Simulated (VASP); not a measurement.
Runs of VASP 6.6.1 on LiH. The cells are those of the table. 

```csv
cell,gap on the mesh (eV),largest force (eV/Å)
"a = 2.814, b = 2.814, c = 13.787 Å, angles 89.4, 88.8, 60.0°, 12 atoms",2.86,0.31
"a = 2.814, b = 2.814, c = 13.830 Å, angles 87.7, 85.3, 60.0°, 12 atoms",2.64,2.11
"a = 2.814, b = 2.814, c = 13.796 Å, angles 88.8, 87.7, 60.0°, 12 atoms",(a),0.80
"a = 2.814, b = 2.814, c = 13.810 Å, angles 88.2, 86.5, 60.0°, 12 atoms",2.62,1.47
```

Alike in all rows: task single point; level PBEsol; potentials or basis VASP PAW PBE potentials, release 64 (Li_sv, H); no spin polarisation; k mesh 9 × 9 × 2; cutoff (eV) 520; smearing gaussian 0.05 eV.

Q: Fill in the values left out.

A: (a) 2.71.

Caveats: the PAW data sets were made with another functional, which shifts forces and pressure a little.

A k mesh can miss the band edges.
